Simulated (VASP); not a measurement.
# NiO2 (P-3m1) in VASP: a series of runs

Runs on NiO2. Level: LDA. Tasks: single point.

Everything below comes from runs of VASP 6.6.1. Logs are shortened: lines on timing, memory, paths and dates and some standing lists are left out, and cuts for length are marked.

### 1 The cell of the first run

It takes space group P-3m1 (No. 164, trigonal). The conventional cell has a = 2.799 Å, b = 2.799 Å, c = 4.618 Å, α = 90.00°, β = 90.00°, γ = 120.00°. Within 2.5 Å of Ni (site symmetry -3m) lie 6 O at 1.88 Å. O (site symmetry 3m) has 3 Ni at 1.88 Å and 3 O at 2.50 Å within 2.5 Å.

### 2 Single point, LDA, collinear spin, zero start

INCAR reads:

```
SYSTEM = NiO2
ALGO     = Normal         ! electronic algorithm
EDIFF    = 1E-6           ! SCF threshold, eV
ENCUT    = 520            ! plane-wave cutoff, eV
ISIF     = 2              ! what is computed and relaxed
ISMEAR   = -1             ! smearing method
ISPIN    = 2              ! spin polarisation
LASPH    = .TRUE.         ! aspherical terms in the spheres
LCHARG   = .FALSE.        ! write CHGCAR
LMAXMIX  = 4              ! l up to which the mixer works
LORBIT   = 11             ! projections on sites
LREAL    = .FALSE.        ! projectors in reciprocal space
LWAVE    = .FALSE.        ! write WAVECAR
MAGMOM   = 0 0 0          ! initial moments
NBANDS   = 22             ! bands
NELM     = 150            ! most SCF steps
NUPDOWN  = 0.0            ! fixed moment
PREC     = Accurate       ! precision mode
SIGMA    = 0.1            ! smearing width, eV
```

KPOINTS reads:

```
k-points
0
G
  12 12 7
  0 0 0
```

POSCAR reads:

```
NiO2
1.0
    2.7987820000      0.0000000000      0.0000000000
   -1.3993910000      2.4238163117      0.0000000000
    0.0000000000      0.0000000000      4.6182730000
Ni O
1 2
Direct
    0.0000000000      0.0000000000      0.5000000000
    0.6666670000      0.3333330000      0.7060390000
    0.3333330000      0.6666670000      0.2939610000
```

Potentials or basis: VASP PAW LDA potentials, release 64 (Ni, O).

On the command line:

```console
$ cat potpaw_LDA.64/Ni/POTCAR potpaw_LDA.64/O/POTCAR > POTCAR
$ mpirun -np 1 vasp_std > vasp.out
```

OUTCAR:

```text
SYSTEM = NiO2
   EDIFF = 1E-6
   ENCUT = 520
   ISIF = 2
   ISMEAR = -1
   ISPIN = 2
   LASPH = .TRUE.
   LORBIT = 11
   LREAL = .FALSE.
   NELM = 150
   NUPDOWN = 0.0
   PREC = Accurate

 ion  position               nearest neighbor table
   1  0.000  0.000  0.500-   2 1.88   3 1.88   2 1.88   3 1.88   2 1.88   3 1.88
   2  0.667  0.333  0.706-   1 1.88   1 1.88   1 1.88
   3  0.333  0.667  0.294-   1 1.88   1 1.88   1 1.88

  LATTYP: Found a hexagonal cell.
 ALAT       =     2.7987820000
 C/A-ratio  =     1.6501010082

  Lattice vectors:

 A1 = (   2.7987820000,   0.0000000000,   0.0000000000)
 A2 = (  -1.3993910000,   2.4238163117,   0.0000000000)
 A3 = (   0.0000000000,   0.0000000000,   4.6182730000)

Analysis of symmetry for initial positions (statically):
=====================================================================
 Subroutine PRICEL returns:
 Original cell was already a primitive cell.

 Routine SETGRP: Setting up the symmetry group for a
 hexagonal supercell.

 Subroutine GETGRP returns: Found 12 space group operations
 (whereof 12 operations were pure point group operations)
 out of a pool of 24 trial point group operations.

The static configuration has the point symmetry D_3d.

Analysis of symmetry for dynamics (positions and initial velocities):
=====================================================================
 Subroutine PRICEL returns:
 Original cell was already a primitive cell.

 Routine SETGRP: Setting up the symmetry group for a
 hexagonal supercell.

 Subroutine GETGRP returns: Found 12 space group operations
 (whereof 12 operations were pure point group operations)
 out of a pool of 24 trial point group operations.

The dynamic configuration has the point symmetry D_3d.

Analysis of structural, dynamic, and magnetic symmetry:
=====================================================================
 Subroutine PRICEL returns:
 Original cell was already a primitive cell.

 Routine SETGRP: Setting up the symmetry group for a
 hexagonal supercell.

 Subroutine GETGRP returns: Found 12 space group operations
 (whereof 12 operations were pure point group operations)
 out of a pool of 24 trial point group operations.

The overall configuration has the point symmetry D_3d.

 Subroutine INISYM returns: Found 12 space group operations
 (whereof 12 operations are pure point group operations),
 and found     1 'primitive' translations

----------------------------------------------------------------------------------------

                                     Primitive cell

  volume of cell :      31.3291

  direct lattice vectors                    reciprocal lattice vectors
     2.798782000  0.000000000  0.000000000     0.357298282  0.206286259  0.000000000
    -1.399391000  2.423816312  0.000000000     0.000000000  0.412572518  0.000000000
     0.000000000  0.000000000  4.618273000     0.000000000  0.000000000  0.216531158

  length of vectors
     2.798782000  2.798782000  4.618273000     0.412572518  0.412572518  0.216531158

  position of ions in fractional coordinates (direct lattice)
     0.000000000  0.000000000  0.500000000
     0.666667000  0.333333000  0.706039000
     0.333333000  0.666667000  0.293961000

  ion indices of the primitive-cell ions
   primitive index   ion index
                 1           1
                 2           2
                 3           3

----------------------------------------------------------------------------------------

 KPOINTS: k-points

Automatic generation of k-mesh.
 Grid dimensions read from file:
 generate k-points for:   12   12    7

 Generating k-lattice:

  Cartesian coordinates                     Fractional coordinates (reciprocal lattice)
     0.029774857  0.017190522  0.000000000     0.083333333  0.000000000  0.000000000
     0.000000000  0.034381043  0.000000000     0.000000000  0.083333333  0.000000000
     0.000000000  0.000000000  0.030933023     0.000000000  0.000000000  0.142857143

  Length of vectors
     0.034381043  0.034381043  0.030933023

  Shift w.r.t. Gamma in fractional coordinates (k-lattice)
     0.000000000  0.000000000  0.000000000

 Subroutine IBZKPT returns following result:
 ===========================================

 Found    112 irreducible k-points:

 Following reciprocal coordinates:
            Coordinates               Weight
  0.000000  0.000000  0.000000      1.000000
  0.083333  0.000000  0.000000      6.000000
  0.166667  0.000000  0.000000      6.000000
  0.250000  0.000000  0.000000      6.000000
  0.333333  0.000000  0.000000      6.000000
  0.416667  0.000000  0.000000      6.000000
[... 16 lines left out ...]
  0.166667  0.000000  0.142857      6.000000
  0.000000  0.166667  0.142857      6.000000
 [... further k-points ...]
   k-points           NKPTS =    112   k-points in BZ     NKDIM =    112   number of bands    NBANDS=     22
   number of dos      NEDOS =    301   number of ions     NIONS =      3
   total plane-waves  NPLWV =  20736
   dimension x,y,z NGX =    24 NGY =   24 NGZ =   36
   dimension x,y,z NGXF=    48 NGYF=   48 NGZF=   72
   ions per type =               1   2
   NGX,Y,Z   is equivalent  to a cutoff of  14.26, 14.26, 12.96 a.u.
   NGXF,Y,Z  is equivalent  to a cutoff of  28.51, 28.51, 25.92 a.u.
 SYSTEM =  NiO2
   PREC   = accura    normal or accurate (medium, high low for compatibility)
   ISTART =      0    job   : 0-new  1-cont  2-samecut
   ICHARG =      2    charge: 1-file 2-atom 10-const
   ISPIN  =      2    spin polarized calculation?
   LNONCOLLINEAR =      F non collinear calculations
   LSORBIT =      F    spin-orbit coupling
   LASPH  =      T    aspherical Exc in radial PAW
   ENCUT  =  520.0 eV  38.22 Ry    6.18 a.u.   5.20  5.20  8.59*2*pi/ulx,y,z
   NELM   =    150;   NELMIN=  2; NELMDL= -5     # of ELM steps
   EDIFF  = 0.1E-05   stopping-criterion for ELM
   LREAL  =      F    real-space projection
   EDIFFG = 0.1E-04   stopping-criterion for IOM
   NSW    =      0    number of steps for IOM
   IBRION =     -1    ionic relax: 0-MD 1-quasi-New 2-CG
   NFREE  =      0    steps in history (QN), initial steepest desc. (CG)
   ISIF   =      2    stress and relaxation
   ISYM   =      2    0-nonsym 1-usesym 2-fastsym
   POTIM  = 0.5000    time-step for ionic-motion
   TEBEG  =    0.0;   TEEND  =   0.0 temperature during run
   PSTRESS=    0.0 pullay stress
   NELECT =      22.0000    total number of electrons
   NUPDOWN=       0.0000    fix difference up-down
   EMIN   =  10.00;   EMAX   =-10.00  energy-range for DOS
   EFERMI =   0.00;   METHOD = LEGACY
   ISMEAR =    -1;   SIGMA  =   0.10  broadening in eV -4-tet -1-fermi 0-gaus
   EFERMI_NEDOS =   21; number of points for ismear=-14 and -15
   IALGO  =     38    algorithm
   IMIX   =      4    mixing-type and parameters
     AMIX     =   0.40;   BMIX     =  1.00
     AMIX_MAG =   1.60;   BMIX_MAG =  1.00
  volume/ion in A,a.u.               =      10.44        70.47
  Fermi-wavevector in a.u.,A,eV,Ry     =   1.455123  2.749783 28.808730  2.117382
  Thomas-Fermi vector in A             =   2.572194
   LORBIT       =     11    0 simple, 1 ext, 2 COOP (PROOUT), +10 PAW based schemes
   GGA     = CA    functional components
   LHFCALC =     F    Hartree Fock is set to
   AEXX    =    0.0000 exact exchange contribution
   IVDW    =     0    specifies the selected vdW correction
   LEPSILON=     F    determine dielectric tensor
   LRPA    =     F    only Hartree local field effects (RPA)
 spin polarized calculation
  energy-cutoff  :      520.00
  volume of cell :       31.33
 maximum number of plane-waves:       857
 NGX is ok and might be reduce to    24
   NGX = 11   NGY = 11   NGZ = 17

 number of electron      22.0000018 magnetization      -0.0000000

 number of electron      22.0000018 magnetization       0.0000000

 Free energy of the ion-electron system (eV)
  ---------------------------------------------------
  ext. energy  EPLUGINS =         0.00000000
  ---------------------------------------------------
  free energy    TOTEN  =       -20.09390503 eV

  energy without entropy =      -20.09158374  energy(sigma->0) =      -20.09274438

 E-fermi :   2.8769     XC(G=0): -11.4151

 val. band max:        2.4384487045   @ k =   0.0833   0.0833   0.4286
 cond. band min:       3.2581099760   @ k =   0.2500   0.0000   0.2857
 fundamental gap:      0.8196612715
 Fermi energy:         2.8768837709

 spin component 1

 k-point     1 :       0.0000    0.0000    0.0000
  band No.  band energies     occupation
      1     -16.9255      1.00000
      2     -14.4145      1.00000
      3      -3.3784      1.00000
      4      -3.0943      1.00000
      5      -3.0942      1.00000
      6       0.2964      1.00000
[... 14 lines left out ...]
     21      26.8205      0.00000
     22      26.8205      0.00000
[... 552 lines left out ...]
  band No.  band energies     occupation
      1     -16.5443      1.00000
      2     -14.4729      1.00000
      3      -3.2334      1.00000
      4      -2.8791      1.00000
      5      -2.8356      1.00000
      6      -0.7833      1.00000
[... 14 lines left out ...]
     21      26.7260      0.00000
     22      27.3386      0.00000

 [... further k-points ...]

 spin component 2

 k-point     1 :       0.0000    0.0000    0.0000
  band No.  band energies     occupation
      1     -16.9255      1.00000
      2     -14.4145      1.00000
      3      -3.3784      1.00000
      4      -3.0943      1.00000
      5      -3.0942      1.00000
      6       0.2964      1.00000
[... 14 lines left out ...]
     21      26.8205      0.00000
     22      26.8205      0.00000
[... 552 lines left out ...]
  band No.  band energies     occupation
      1     -16.5443      1.00000
      2     -14.4729      1.00000
      3      -3.2334      1.00000
      4      -2.8791      1.00000
      5      -2.8356      1.00000
      6      -0.7833      1.00000
[... 14 lines left out ...]
     21      26.7260      0.00000
     22      27.3386      0.00000

 [... further k-points ...]
[... 5 lines left out ...]
  --------------------------------------------------------------------------------------
  -------------------------------------------------------------------------------------
  Total       -2.1133723     -2.1133723     -1.8910016      0.0000000      0.0000000      0.0000000
  in kB     -108.0782299   -108.0782299    -96.7061504      0.0000000      0.0000000      0.0000000
  external PRESSURE =    -104.2875367 kB  Pullay stress =       0.0000000 kB

 VOLUME and BASIS-vectors are now :
 -----------------------------------------------------------------------------
  energy-cutoff  :      520.00
  volume of cell :       31.33
      direct lattice vectors                 reciprocal lattice vectors
     2.798782000  0.000000000  0.000000000     0.357298282  0.206286259  0.000000000
    -1.399391000  2.423816312  0.000000000     0.000000000  0.412572518  0.000000000
     0.000000000  0.000000000  4.618273000     0.000000000  0.000000000  0.216531158

 POSITION                                       TOTAL-FORCE (eV/Angst)
 -----------------------------------------------------------------------------------
      0.00000      0.00000      2.30914        -0.000000      0.000000     -0.000000
      1.39939      0.80794      3.26068         0.000000     -0.000000     -0.795549
     -0.00000      1.61588      1.35759        -0.000000      0.000000      0.795549
 -----------------------------------------------------------------------------------
    total drift:                                0.000000     -0.000000      0.000000

  FREE ENERGIE OF THE ION-ELECTRON SYSTEM (eV)
  ---------------------------------------------------
  free  energy   TOTEN  =       -20.0939050268 eV

  energy  without entropy=      -20.0915837426  energy(sigma->0) =      -20.09274438

 total charge

# of ion       s       p       d       tot
------------------------------------------
    1        0.510   0.808   8.227   9.544
    2        1.582   3.297   0.000   4.878
    3        1.582   3.297   0.000   4.878
--------------------------------------------------
tot          3.673   7.401   8.227  19.301

 magnetization (x)

# of ion       s       p       d       tot
------------------------------------------
    1        0.000   0.000   0.000   0.000
    2        0.000  -0.000   0.000  -0.000
    3        0.000  -0.000   0.000  -0.000
--------------------------------------------------
tot          0.000  -0.000   0.000   0.000
```

It took 98 s on 1 thread of AMD EPYC 9R45 (Zen 5), shared host; peak memory 0.2 GiB.

Results:

```yaml
Free_energy: -20.0939 eV
Pressure: -10.4 GPa
Largest_force: 0.796 eV/Å
Net_moment: 0.00 μB per cell
Valence_electrons_inside_the_program's_atomic_spheres: Ni 9.54; O 4.88
```

Forces on the atoms (eV/Å):
```
Ni   0.000  0.000  0.000
O    0.000  0.000 -0.796
O    0.000  0.000  0.796
```

Stress tensor (GPa, compression positive):
```
-10.81   0.00   0.00
  0.00 -10.81   0.00
  0.00   0.00  -9.67
```

Caveat: the cell stands under tension; the total moment is fixed, so each spin has its own Fermi level.

### 3 Single point, LDA, collinear spin, ferromagnetic start

INCAR reads:

```
PREC     = Accurate       # precision mode
ENCUT    = 520            # plane-wave cutoff, eV
EDIFF    = 1E-6           # SCF threshold, eV
ISMEAR   = -1             # smearing method
SIGMA    = 0.1            # smearing width, eV
LREAL    = F              # projectors in reciprocal space
LASPH    = T              # aspherical terms in the spheres
NELM     = 150            # most SCF steps
ALGO     = Normal         # electronic algorithm
ISIF     = 2              # what is computed and relaxed
LWAVE    = F              # write WAVECAR
LCHARG   = T              # write CHGCAR
ISPIN    = 2              # spin polarisation
MAGMOM   = 0.25 0.08 0.08 # initial moments
LORBIT   = 11             # projections on sites
NUPDOWN  = 0.4            # fixed moment
LMAXMIX  = 4              # l up to which the mixer works
GGA      = CA             # functional
LELF     = T              # ELF
LVHAR    = T            
NBANDS   = 22             # bands
```

KPOINTS reads:

```
Automatic mesh
0
Gamma
  12 12 7
```

POSCAR is that of step 2.

Potentials or basis: VASP PAW LDA potentials, release 64 (Ni, O).

On the command line:

```console
$ cat potpaw_LDA.64/Ni/POTCAR potpaw_LDA.64/O/POTCAR > POTCAR
$ mpirun -np 1 vasp_std > vasp.out
```

Wall time 1.7 min (1 thread of AMD EPYC 9R45 (Zen 5), shared host); peak memory 0.2 GiB.

It converged, with:

- Free energy: -19.9065 eV
- Pressure: -8.6 GPa
- Largest force: 0.709 eV/Å
- Net moment: 0.40 μB per cell
- Site moments: Ni +0.23; O +0.07 μB
- Valence electrons inside the program's atomic spheres: Ni 9.54; O 4.88

Forces on the atoms (eV/Å):
```
Ni   0.000  0.000  0.000
O    0.000  0.000 -0.709
O    0.000  0.000  0.709
```

Stress tensor (GPa, compression positive):
```
-7.90  0.00  0.00
 0.00 -7.90  0.00
 0.00  0.00 -9.89
```

Caveat: the cell stands under tension; the total moment is fixed, so each spin has its own Fermi level; a cell with one magnetic atom can't hold antiferromagnetic order, which such compounds often take.

### 4 Single point, LDA, collinear spin, ferromagnetic start

INCAR reads:

```
SYSTEM = NiO2
PREC = Accurate
ENCUT = 520
EDIFF = 1E-6
ISMEAR = -1
SIGMA = 0.1
LREAL = .FALSE.
LASPH = .TRUE.
NELM = 150
ALGO = Normal
ISIF = 2
LWAVE = .FALSE.
LCHARG = .FALSE.
ISPIN = 2
MAGMOM = 0.56 0.18 0.18
LORBIT = 11
NUPDOWN = 0.9
LMAXMIX = 4
GGA = CA
NBANDS = 22
```

KPOINTS reads:

```
regular mesh
0
G
  12 12 7
  0 0 0
```

POSCAR is that of step 3.

On the command line:

```console
$ cat potpaw_LDA.64/Ni/POTCAR potpaw_LDA.64/O/POTCAR > POTCAR
$ mpirun -np 1 vasp_std > vasp.out
```

Run time: 99 s. Hardware: 1 thread of AMD EPYC 9R45 (Zen 5), shared host; peak memory 0.2 GiB.

The run converged. Its results:

```
Free energy                                           : -19.5908 eV
Pressure                                              : -5.7 GPa
Largest force                                         : 0.557 eV/Å
Net moment                                            : 0.90 μB per cell
Site moments                                          : Ni +0.50; O +0.17 μB
Valence electrons inside the program's atomic spheres : Ni 9.53; O 4.88
```

Forces in eV/Å, atoms in the order of the input:
```
Ni   0.000  0.000  0.000
O    0.000  0.000 -0.557
O    0.000  0.000  0.557
```

Stress tensor (GPa, compression positive):
```
-3.96  0.00  0.00
 0.00 -3.96  0.00
 0.00  0.00 -9.12
```

Caveat: the cell stands under tension; the total moment is fixed, so each spin has its own Fermi level; a cell with one magnetic atom can't hold antiferromagnetic order, which such compounds often take.

### 5 Single point, LDA, collinear spin, ferromagnetic start

INCAR reads:

```
PREC = Accurate ; ENCUT = 520
EDIFF = 1E-6 ; ISMEAR = -1
SIGMA = 0.1 ; LREAL = F
LASPH = T ; NELM = 150
ALGO = Normal ; ISIF = 2
LWAVE = F ; LCHARG = F
ISPIN = 2 ; MAGMOM = 0.79 0.27 0.27
LORBIT = 11 ; NUPDOWN = 1.3
LMAXMIX = 4 ; NBANDS = 22
```

KPOINTS reads:

```
Automatic mesh
0
Gamma
  12 12 7
```

POSCAR is that of step 4.

On the command line:

```console
$ cat potpaw_LDA.64/Ni/POTCAR potpaw_LDA.64/O/POTCAR > POTCAR
$ mpirun -np 1 vasp_std > vasp.out
```

Wall time 97 s (1 thread of AMD EPYC 9R45 (Zen 5), shared host); peak memory 0.2 GiB.

Results (log left out):

```yaml
Free_energy: -19.3208 eV
Pressure: -3.1 GPa
Largest_force: 0.415 eV/Å
Net_moment: 1.30 μB per cell
Site_moments: Ni +0.71; O +0.25 μB
Valence_electrons_inside_the_program's_atomic_spheres: Ni 9.52; O 4.88
```

Forces in eV/Å, atoms in the order of the input:
```
Ni   0.000  0.000  0.000
O    0.000  0.000 -0.415
O    0.000  0.000  0.415
```

Stress tensor (GPa, compression positive):
```
-0.65  0.00  0.00
 0.00 -0.65  0.00
 0.00  0.00 -7.88
```

Caveat: the cell stands under tension; the total moment is fixed, so each spin has its own Fermi level; a cell with one magnetic atom can't hold antiferromagnetic order, which such compounds often take.

### 6 Single point, LDA, collinear spin, ferromagnetic start

INCAR reads:

```
PREC = Accurate
ENCUT = 520
EDIFF = 1E-7
ISMEAR = -1
SIGMA = 0.1
LREAL = False
LASPH = True
NELM = 150
ALGO = Normal
ISIF = 2
LWAVE = False
LCHARG = False
ISPIN = 2
MAGMOM = 1.08 0.38 0.38
LORBIT = 11
NUPDOWN = 1.8
LMAXMIX = 4
NBANDS = 22
```

KPOINTS is that of step 5.

POSCAR is that of step 5.

Potentials or basis: VASP PAW LDA potentials, release 64 (Ni, O).

On the command line:

```console
$ cat potpaw_LDA.64/Ni/POTCAR potpaw_LDA.64/O/POTCAR > POTCAR
$ mpirun -np 1 vasp_std > vasp.out
```

It took 99 s on 1 thread of AMD EPYC 9R45 (Zen 5), shared host; peak memory 0.2 GiB.

The run converged. Its results:

* Free energy: -18.9752 eV
* Pressure: 0.6 GPa
* Largest force: 0.209 eV/Å
* Net moment: 1.80 μB per cell
* Site moments: Ni +0.97; O +0.35 μB
* Valence electrons inside the program's atomic spheres: Ni 9.51; O 4.88

Forces on the atoms (eV/Å):
```
Ni   0.000  0.000  0.000
O    0.000  0.000 -0.209
O    0.000  0.000  0.209
```

Stress tensor (GPa, compression positive):
```
 3.66  0.00  0.00
 0.00  3.66  0.00
 0.00  0.00 -5.57
```

Caveat: the total moment is fixed, so each spin has its own Fermi level; a cell with one magnetic atom can't hold antiferromagnetic order, which such compounds often take.

### 7 Overview

| spin | fixed moment (μB) | pressure (GPa) | moment (μB) | largest force (eV/Å) |
| --- | --- | --- | --- | --- |
| collinear, zero start | 0.0 | -10.4 | 0.00 | 0.80 |
| collinear, ferromagnetic start | 0.4 | -8.6 | 0.40 | 0.71 |
| collinear, ferromagnetic start | 0.9 | -5.7 | 0.90 | 0.56 |
| collinear, ferromagnetic start | 1.3 | -3.1 | 1.30 | 0.41 |
| collinear, ferromagnetic start | 1.8 | 0.6 | 1.80 | 0.21 |

Alike in all rows: task single point; level LDA; potentials or basis VASP PAW LDA potentials, release 64 (Ni, O); cell as given; k mesh 12 × 12 × 7; cutoff (eV) 520; smearing fermi-dirac 0.1 eV.

Caveats: the total moment is fixed, so each spin has its own Fermi level; the cell stands under tension (at least some runs); a cell with one magnetic atom can't hold antiferromagnetic order, which such compounds often take (at least some runs).

Absolute energies hang on the potentials; compare differences alone.
